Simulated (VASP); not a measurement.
# Pb (P6_3/mmc) in VASP: a series of runs

The runs below take Pb through single point, with PBE.

Everything below comes from runs of VASP 6.6.1. Logs are shortened: lines on timing, memory, paths and dates and some standing lists are left out, and cuts for length are marked.

## 1. The cell of the first run

It takes space group P6_3/mmc (No. 194, hexagonal). The conventional cell has a = 3.480 Å, b = 3.480 Å, c = 5.590 Å, α = 90.00°, β = 90.00°, γ = 120.00°. Within 4.5 Å of Pb (site symmetry -6m2) lie 12 Pb at 3.44 to 3.48 Å.

This isn't the form of Pb at room conditions, which is fcc.

## 2. Single point, PBE

INCAR

```
SYSTEM = Pb
  ALGO = Normal
  EDIFF = 1E-6
  ENCUT = 520
  GGA = PE
  ISIF = 2
  ISMEAR = -1
  LASPH = .TRUE.
  LCHARG = .FALSE.
  LREAL = .FALSE.
  LWAVE = .FALSE.
  NBANDS = 21
  NELM = 60
  PREC = Accurate
  SIGMA = 0.08
```

KPOINTS

```
k-points
0
G
  4 4 2
  0 0 0
```

POSCAR

```
Pb
1.0
    3.4800006906      0.0000000000      0.0000000000
   -1.7400003453      3.0137690032      0.0000000000
    0.0000000000      0.0000000000      5.5900000000
Pb
2
Direct
    0.3333333333      0.6666666667      0.2500000000
    0.6666666667      0.3333333333      0.7500000000
```

Potentials or basis: VASP PAW PBE potentials, release 64 (Pb_d).

Run with:

```bash
$ cat potpaw_PBE.64/Pb_d/POTCAR > POTCAR
$ mpirun -np 1 vasp_std > vasp.out
```

OUTCAR:

```text
SYSTEM = Pb
   EDIFF = 1E-6
   ENCUT = 520
   GGA = PE
   ISIF = 2
   ISMEAR = -1
   LASPH = .TRUE.
   LREAL = .FALSE.
   NELM = 60
   PREC = Accurate

 ion  position               nearest neighbor table
   1  0.333  0.667  0.250-   2 3.44   2 3.44   2 3.44   2 3.44   2 3.44   2 3.44
   2  0.667  0.333  0.750-   1 3.44   1 3.44   1 3.44   1 3.44   1 3.44   1 3.44

  LATTYP: Found a hexagonal cell.
 ALAT       =     3.4800006906
 C/A-ratio  =     1.6063215203

  Lattice vectors:

 A1 = (   3.4800006906,   0.0000000000,   0.0000000000)
 A2 = (  -1.7400003453,   3.0137690032,   0.0000000000)
 A3 = (   0.0000000000,   0.0000000000,   5.5900000000)

Analysis of symmetry for initial positions (statically):
=====================================================================
 Subroutine PRICEL returns:
 Original cell was already a primitive cell.

 Routine SETGRP: Setting up the symmetry group for a
 hexagonal supercell.

 Subroutine GETGRP returns: Found 24 space group operations
 (whereof 12 operations were pure point group operations)
 out of a pool of 24 trial point group operations.

The static configuration has the point symmetry D_3d.
 The point group associated with its full space group is D_6h.

Analysis of symmetry for dynamics (positions and initial velocities):
=====================================================================
 Subroutine PRICEL returns:
 Original cell was already a primitive cell.

 Routine SETGRP: Setting up the symmetry group for a
 hexagonal supercell.

 Subroutine GETGRP returns: Found 24 space group operations
 (whereof 12 operations were pure point group operations)
 out of a pool of 24 trial point group operations.

The dynamic configuration has the point symmetry D_3d.
 The point group associated with its full space group is D_6h.

 Subroutine INISYM returns: Found 24 space group operations
 (whereof 12 operations are pure point group operations),
 and found     1 'primitive' translations

----------------------------------------------------------------------------------------

                                     Primitive cell

  volume of cell :      58.6275

  direct lattice vectors                    reciprocal lattice vectors
     3.480000691  0.000000000  0.000000000     0.287356265  0.165905217  0.000000000
    -1.740000345  3.013769003  0.000000000     0.000000000  0.331810434  0.000000000
     0.000000000  0.000000000  5.590000000     0.000000000  0.000000000  0.178890877

  length of vectors
     3.480000691  3.480000691  5.590000000     0.331810434  0.331810434  0.178890877

  position of ions in fractional coordinates (direct lattice)
     0.333333333  0.666666667  0.250000000
     0.666666667  0.333333333  0.750000000

  ion indices of the primitive-cell ions
   primitive index   ion index
                 1           1
                 2           2

----------------------------------------------------------------------------------------

 KPOINTS: k-points

Automatic generation of k-mesh.
 Grid dimensions read from file:
 generate k-points for:    4    4    2

 Generating k-lattice:

  Cartesian coordinates                     Fractional coordinates (reciprocal lattice)
     0.071839066  0.041476304  0.000000000     0.250000000  0.000000000  0.000000000
     0.000000000  0.082952608  0.000000000     0.000000000  0.250000000  0.000000000
     0.000000000  0.000000000  0.089445438     0.000000000  0.000000000  0.500000000

  Length of vectors
     0.082952608  0.082952608  0.089445438

  Shift w.r.t. Gamma in fractional coordinates (k-lattice)
     0.000000000  0.000000000  0.000000000

 Subroutine IBZKPT returns following result:
 ===========================================

 Found      8 irreducible k-points:

 Following reciprocal coordinates:
            Coordinates               Weight
  0.000000  0.000000  0.000000      1.000000
  0.250000  0.000000  0.000000      6.000000
  0.500000  0.000000  0.000000      3.000000
  0.250000  0.250000  0.000000      6.000000
  0.000000  0.000000  0.500000      1.000000
  0.250000  0.000000  0.500000      6.000000
  0.500000  0.000000  0.500000      3.000000
  0.250000  0.250000  0.500000      6.000000
   k-points           NKPTS =      8   k-points in BZ     NKDIM =      8   number of bands    NBANDS=     21
   number of dos      NEDOS =    301   number of ions     NIONS =      2
   total plane-waves  NPLWV =  32928
   dimension x,y,z NGX =    28 NGY =   28 NGZ =   42
   dimension x,y,z NGXF=    56 NGYF=   56 NGZF=   84
   ions per type =               2
   NGX,Y,Z   is equivalent  to a cutoff of  13.38, 13.38, 12.49 a.u.
   NGXF,Y,Z  is equivalent  to a cutoff of  26.75, 26.75, 24.98 a.u.
 SYSTEM =  Pb
   PREC   = accura    normal or accurate (medium, high low for compatibility)
   ISTART =      0    job   : 0-new  1-cont  2-samecut
   ICHARG =      2    charge: 1-file 2-atom 10-const
   ISPIN  =      1    spin polarized calculation?
   LNONCOLLINEAR =      F non collinear calculations
   LSORBIT =      F    spin-orbit coupling
   LASPH  =      T    aspherical Exc in radial PAW
   ENCUT  =  520.0 eV  38.22 Ry    6.18 a.u.   6.47  6.47 10.39*2*pi/ulx,y,z
   NELM   =     60;   NELMIN=  2; NELMDL= -5     # of ELM steps
   EDIFF  = 0.1E-05   stopping-criterion for ELM
   LREAL  =      F    real-space projection
   EDIFFG = 0.1E-04   stopping-criterion for IOM
   NSW    =      0    number of steps for IOM
   IBRION =     -1    ionic relax: 0-MD 1-quasi-New 2-CG
   NFREE  =      0    steps in history (QN), initial steepest desc. (CG)
   ISIF   =      2    stress and relaxation
   ISYM   =      2    0-nonsym 1-usesym 2-fastsym
   POTIM  = 0.5000    time-step for ionic-motion
   TEBEG  =    0.0;   TEEND  =   0.0 temperature during run
   PSTRESS=    0.0 pullay stress
   NELECT =      28.0000    total number of electrons
   NUPDOWN=      -1.0000    fix difference up-down
   EMIN   =  10.00;   EMAX   =-10.00  energy-range for DOS
   EFERMI =   0.00;   METHOD = LEGACY
   ISMEAR =    -1;   SIGMA  =   0.08  broadening in eV -4-tet -1-fermi 0-gaus
   EFERMI_NEDOS =   21; number of points for ismear=-14 and -15
   IALGO  =     38    algorithm
   IMIX   =      4    mixing-type and parameters
     AMIX     =   0.40;   BMIX     =  1.00
     AMIX_MAG =   1.60;   BMIX_MAG =  1.00
  volume/ion in A,a.u.               =      29.31       197.82
  Fermi-wavevector in a.u.,A,eV,Ry     =   1.279658  2.418202 22.279864  1.637524
  Thomas-Fermi vector in A             =   2.412130
   LORBIT       =      0    0 simple, 1 ext, 2 COOP (PROOUT), +10 PAW based schemes
   GGA     = PE    functional components
   LHFCALC =     F    Hartree Fock is set to
   AEXX    =    0.0000 exact exchange contribution
   IVDW    =     0    specifies the selected vdW correction
   LEPSILON=     F    determine dielectric tensor
   LRPA    =     F    only Hartree local field effects (RPA)
 non-spin polarized calculation
  energy-cutoff  :      520.00
  volume of cell :       58.63
 maximum number of plane-waves:      1595
 NGX is ok and might be reduce to    28
   NGX = 13   NGY = 13   NGZ = 21

 number of electron      28.0000005 magnetization

 Free energy of the ion-electron system (eV)
  ---------------------------------------------------
  ext. energy  EPLUGINS =         0.00000000
  ---------------------------------------------------
  free energy    TOTEN  =        -6.79442483 eV

  energy without entropy =       -6.72138288  energy(sigma->0) =       -6.75790386

 E-fermi :   7.5850     XC(G=0): -10.3609

 val. band max:        7.4321107444   @ k =   0.2500   0.0000   0.0000
 cond. band min:       7.5968904021   @ k =   0.2500   0.2500   0.5000
 fundamental gap:      0.1647796576
 Fermi energy:         7.5849834692

 k-point     1 :       0.0000    0.0000    0.0000
  band No.  band energies     occupation
      1      -9.5214      2.00000
      2      -9.4734      2.00000
      3      -9.4646      2.00000
      4      -9.4646      2.00000
      5      -9.4398      2.00000
      6      -9.4398      2.00000
[... 13 lines left out ...]
     20      16.6931      0.00000
     21      19.1715      0.00000

 k-point     2 :       0.2500    0.0000    0.0000
  band No.  band energies     occupation
      1      -9.5771      2.00000
      2      -9.4680      2.00000
      3      -9.4633      2.00000
      4      -9.4430      2.00000
      5      -9.4109      2.00000
      6      -9.3357      2.00000
[... 13 lines left out ...]
     20      17.0757      0.00000
     21      18.4227      0.00000

 k-point     3 :       0.5000    0.0000    0.0000
  band No.  band energies     occupation
      1      -9.6471      2.00000
      2      -9.5455      2.00000
      3      -9.4960      2.00000
      4      -9.4842      2.00000
      5      -9.3442      2.00000
      6      -9.3357      2.00000
[... 13 lines left out ...]
     20      15.9842      0.00000
     21      17.9884      0.00000

 k-point     4 :       0.2500    0.2500    0.0000
  band No.  band energies     occupation
      1      -9.5616      2.00000
      2      -9.4889      2.00000
      3      -9.4869      2.00000
      4      -9.4464      2.00000
      5      -9.3498      2.00000
      6      -9.3393      2.00000
[... 13 lines left out ...]
     20      19.0460      0.00000
     21      19.4001      0.00000

 k-point     5 :       0.0000    0.0000    0.5000
  band No.  band energies     occupation
      1      -9.4888      2.00000
      2      -9.4888      2.00000
      3      -9.4825      2.00000
      4      -9.4825      2.00000
      5      -9.4825      2.00000
      6      -9.4825      2.00000
[... 13 lines left out ...]
     20      16.8692      0.00000
     21      18.1940      0.00000

 k-point     6 :       0.2500    0.0000    0.5000
  band No.  band energies     occupation
      1      -9.5396      2.00000
      2      -9.5396      2.00000
      3      -9.4557      2.00000
      4      -9.4557      2.00000
      5      -9.3782      2.00000
      6      -9.3782      2.00000
[... 13 lines left out ...]
     20      15.1278      0.00000
     21      19.6217      0.00000

 k-point     7 :       0.5000    0.0000    0.5000
  band No.  band energies     occupation
      1      -9.5698      2.00000
      2      -9.5698      2.00000
      3      -9.5304      2.00000
      4      -9.5304      2.00000
      5      -9.3379      2.00000
      6      -9.3379      2.00000
[... 13 lines left out ...]
     20      14.6209      0.00000
     21      16.1961      0.00000

 k-point     8 :       0.2500    0.2500    0.5000
  band No.  band energies     occupation
      1      -9.5325      2.00000
      2      -9.5325      2.00000
      3      -9.4302      2.00000
      4      -9.4302      2.00000
      5      -9.3689      2.00000
      6      -9.3689      2.00000
[... 13 lines left out ...]
     20      17.2248      0.00000
     21      18.1213      0.00000

------------------------ aborting loop because EDIFF is reached ----------------------------------------

  FORCE on cell =-STRESS in cart. coord.  units (eV):
  Direction    XX          YY          ZZ          XY          YZ          ZX
  --------------------------------------------------------------------------------------
  -------------------------------------------------------------------------------------
  Total        1.4786714      1.4786714     -0.3286008     -0.0000000      0.0000000     -0.0000000
  in kB       40.4092827     40.4092827     -8.9800361     -0.0000000      0.0000000     -0.0000000
  external PRESSURE =      23.9461764 kB  Pullay stress =       0.0000000 kB

 VOLUME and BASIS-vectors are now :
 -----------------------------------------------------------------------------
  energy-cutoff  :      520.00
  volume of cell :       58.63
      direct lattice vectors                 reciprocal lattice vectors
     3.480000691  0.000000000  0.000000000     0.287356265  0.165905217  0.000000000
    -1.740000345  3.013769003  0.000000000     0.000000000  0.331810434  0.000000000
     0.000000000  0.000000000  5.590000000     0.000000000  0.000000000  0.178890877

 POSITION                                       TOTAL-FORCE (eV/Angst)
 -----------------------------------------------------------------------------------
     -0.00000      2.00918      1.39750        -0.000000     -0.000000      0.000000
      1.74000      1.00459      4.19250         0.000000      0.000000      0.000000
 -----------------------------------------------------------------------------------
    total drift:                               -0.000000      0.000000      0.000000

  FREE ENERGIE OF THE ION-ELECTRON SYSTEM (eV)
  ---------------------------------------------------
  free  energy   TOTEN  =        -6.7944248341 eV

  energy  without entropy=       -6.7213828838  energy(sigma->0) =       -6.75790386
```

Wall time 12 s (1 thread of Intel Xeon Platinum 8488C (Sapphire Rapids), shared host); peak memory 0.17 GiB.

What came out:

| Quantity | Value |
| --- | --- |
| Free energy | -6.7944 eV |
| Pressure | 2.4 GPa |
| Band gap on the k mesh | zero (bands 14 and 15 overlap by 6.41 eV) |

Levels at points of the mesh, in eV from the Fermi level:
| k point | band 11 | band 12 | band 13 | band 14 | band 15 | band 16 | band 17 | band 18 |
| --- | --- | --- | --- | --- | --- | --- | --- | --- |
| (0.00, 0.00, 0.00) | -11.93 | -7.95 | -4.25 | 5.63 | 5.63 | 7.54 | 7.54 | 8.21 |
| (0.50, 0.00, 0.00) | -8.37 | -7.11 | -2.85 | -1.37 | -0.48 | 1.84 | 2.02 | 5.84 |
| (0.00, 0.00, 0.50) | -10.64 | -10.64 | 1.08 | 1.08 | 6.54 | 6.54 | 6.54 | 6.54 |
| (0.50, 0.00, 0.50) | -7.52 | -7.52 | -3.77 | -3.77 | 3.49 | 3.49 | 3.82 | 3.82 |

Caveat: the k points lie up to 0.56 Å⁻¹ apart, too coarse for converged energies and pressures of a metal; spin-orbit coupling is left out, which moves the levels of the heavy elements.

(Continued in part 2 of 2.)

The gap in the log of VASP goes by the Fermi energy; the results here count the filled bands.